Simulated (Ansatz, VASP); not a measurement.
# In3Sb in VASP and in Ansatz

Contents of INCAR:

```
ALGO = Fast
EDIFF = 1E-6
ENCUT = 520
GGA = PS
ISIF = 2
ISMEAR = 0
IVDW = 12
LASPH = T
LCHARG = T
LELF = T
LREAL = F
LVHAR = T
LWAVE = F
NBANDS = 30
NELM = 60
PREC = Accurate
SIGMA = 0.15
```

Contents of KPOINTS:

```
k-points
0
Gamma
  12 12 12
```

Contents of POSCAR:

```
In3Sb
1.0
    4.7710172925      0.0000000000      0.0000000000
    0.0000000000      4.7710172925      0.0000000000
    0.0000000000      0.0000000000      4.3893359091
In Sb
3 1
Direct
    0.5000000000      0.5000000000      0.0000000000
    0.5000000000      0.0000000000      0.5000000000
    0.0000000000      0.5000000000      0.5000000000
    0.0000000000      0.0000000000      0.0000000000
```

Input for Ansatz:

```yaml
crystal:
  lattice:
    - [4.7710172925, 0.0, 0.0]
    - [0.0, 4.7710172925, 0.0]
    - [0.0, 0.0, 4.3893359091]
  atoms:
    - { symbol: In, position: [0.5, 0.5, 0.0] }
    - { symbol: In, position: [0.5, 0.0, 0.5] }
    - { symbol: In, position: [0.0, 0.5, 0.5] }
    - { symbol: Sb, position: [0.0, 0.0, 0.0] }
basis:
  ecutwfc: 420
kpoints:
  mp_grid: { grid: [12, 12, 12] }
hamiltonian:
  xc: pbesol
  dispersion: d3bj
scf:
  occupations: { method: gaussian, width: 0.15 }
output:
  forces: true
  stress: true
  eigenvalues: true
```

Alike in both runs: task single point; functional PBEsol; dispersion D3(BJ); k mesh 12 × 12 × 12; occupations gaussian, width 0.15 eV; no spin polarisation.

|  | VASP | Ansatz |
| --- | --- | --- |
| version | VASP 6.6.1 | Ansatz 0.2.0 |
| potentials or method | VASP PAW PBE potentials, release 64 (In_d, Sb), cutoff 520 eV | scalar-relativistic, plane waves, PAW |
| valence electrons in the cell | 44 | 54 |

```tsv
	VASP	Ansatz	Ansatz less VASP
gap on the k mesh at the Fermi level (eV)	none	none	-
pressure (GPa)	-0.1	-0.1	-0.02
traceless stress, the component that is largest in VASP (GPa)	-0.30	-0.30	-0.001
```

VASP's potentials were made for PBE, not for PBEsol. A gap of «none» marks a metal or a gap that the smearing closes. VASP's potentials hold 44 valence electrons a cell and Ansatz's 54, so a difference there can come from the potentials and not from the codes.

Spin-orbit coupling is off throughout.
